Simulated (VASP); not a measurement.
Input of a VASP 6.6.1 run:

The input INCAR:

```
SYSTEM = Al2O3
PREC = Accurate
ENCUT = 520
EDIFF = 1E-6
ISMEAR = 0
SIGMA = 0.05
LREAL = .False.
LASPH = .True.
NELM = 80
ALGO = Normal
ISIF = 2
LWAVE = .False.
LCHARG = .True.
GGA = PS
LELF = .True.
LVHAR = .True.
NBANDS = 35
```

The input KPOINTS:

```
regular mesh
0
Gamma
  6 6 6
  0 0 0
```

POSCAR

```
Al2O3
1.0
    2.3021002466      1.3291181971      4.4137400662
   -2.3021002466      1.3291181971      4.4137400662
    0.0000000000     -2.6582363942      4.4137400662
Al O
4 6
Direct
    0.8520350473      0.8520350473      0.8520350473
    0.6479649527      0.6479649527      0.6479649527
    0.1479649527      0.1479649527      0.1479649527
    0.3520350473      0.3520350473      0.3520350473
    0.0558571577      0.4441428423      0.7500000000
    0.7500000000      0.0558571577      0.4441428423
    0.4441428423      0.7500000000      0.0558571577
    0.9441428423      0.5558571577      0.2500000000
    0.2500000000      0.9441428423      0.5558571577
    0.5558571577      0.2500000000      0.9441428423
```

Potentials or basis: VASP PAW PBE potentials, release 64 (Al, O).

Launch:

```console
$ cat potpaw_PBE.64/Al/POTCAR potpaw_PBE.64/O/POTCAR > POTCAR
$ mpirun -np 1 vasp_std > vasp.out
```

(1) Predict the largest force.

(2) Estimate the pressure.

(3) What does it give for the band gap on the k mesh?

Answers

(1) 0.427 eV/Å.

(2) 16.1 GPa.

(3) 6.60 eV.

Caveat: the stress differs along the axes, from -1 to 24 GPa; the PAW data sets were made with another functional, which shifts forces and pressure a little.
